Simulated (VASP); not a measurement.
Wanted: the native input for a VASP 6.6.1 run.

| Quantity | Value |
| --- | --- |
| Task | single point |
| Functional | r2SCAN |
| Potentials or basis | VASP PAW PBE potentials, release 64 (Al, Ga_d, N) |
| Cutoff | 520 eV |
| k mesh | 6 × 8 × 4 |
| Occupations | gaussian, width 0.05 eV |
| Spin | no spin polarisation |
| Dipole correction | no |
| Further INCAR settings | ALGO = Normal; EDIFF = 1e-06; NBANDS = 41 |

Crystal: AlGa3N4.

```
CELL_PARAMETERS angstrom
5.21600 0.00000 0.00002
0.00000 3.21087 0.00000
-0.00375 0.00000 5.64130
ATOMIC_POSITIONS crystal
Al 0.00058 0.50000 0.66730
Ga 0.49917 0.50000 0.33506
Ga 0.49925 0.00000 0.83146
Ga 0.99986 0.00000 0.16619
N 0.11941 0.50000 0.34060
N 0.11733 0.00000 0.82593
N 0.62024 0.00000 0.16619
N 0.63175 0.50000 0.66727
```

This cell differs from its parent crystal: strain +0.015 along x and y, +0.030 along z.

These files were run (other wordings do the same):

POSCAR

```
AlGa3N4
1.0
    5.2160040049      0.0000000000      0.0000177042
    0.0000000000      3.2108655209      0.0000000000
   -0.0037497943      0.0000000000      5.6413044152
Al Ga N
1 3 4
Direct
    0.0005828853      0.5000000000      0.6672982354
    0.4991712869      0.5000000000      0.3350606988
    0.4992511917      0.0000000000      0.8314570704
    0.9998609984      0.0000000000      0.1661913851
    0.1194130440      0.5000000000      0.3406010344
    0.1173310426      0.0000000000      0.8259310373
    0.6202395499      0.0000000000      0.1661937141
    0.6317500112      0.5000000000      0.6672678245
```

INCAR.step1

```
PREC = Accurate
ENCUT = 520
ISMEAR = 0
SIGMA = 0.05
LREAL = F
LASPH = T
NELM = 80
NBANDS = 41
GGA = PE
ALGO = Normal
EDIFF = 1E-4
LWAVE = T
LCHARG = F
```

INCAR.step2

```
PREC = Accurate
ENCUT = 520
EDIFF = 1E-6
ISMEAR = 0
SIGMA = 0.05
LREAL = F
LASPH = T
NELM = 80
ALGO = Normal
ISIF = 2
LWAVE = F
LCHARG = F
METAGGA = R2SCAN
LMIXTAU = T
NBANDS = 41
ISTART = 1
```

KPOINTS

```
regular mesh
0
Gamma
  6 8 4
```

Potentials or basis: VASP PAW PBE potentials, release 64 (Al, Ga_d, N).

The run is started by

```sh
$ cat potpaw_PBE.64/Al/POTCAR potpaw_PBE.64/Ga_d/POTCAR potpaw_PBE.64/N/POTCAR > POTCAR
$ cp INCAR.step1 INCAR
$ mpirun -np 1 vasp_std > vasp.out
$ cp INCAR.step2 INCAR
$ mpirun -np 1 vasp_std > vasp.out
```

Results of the run:

| Property | Result |
| --- | --- |
| Pressure | -9.9 GPa |
| Largest force | 0.192 eV/Å |
| Band gap on the k mesh | 2.44 eV |

Caveat: the cell differs from its parent crystal (strain +0.015 along x and y, +0.030 along z); the cell stands under tension; the PAW data sets were made with another functional, which shifts forces and pressure a little.

Wall time 19 min on 1 thread of Intel Xeon 8259CL, with other jobs on the host, peak memory 0.36 GiB.
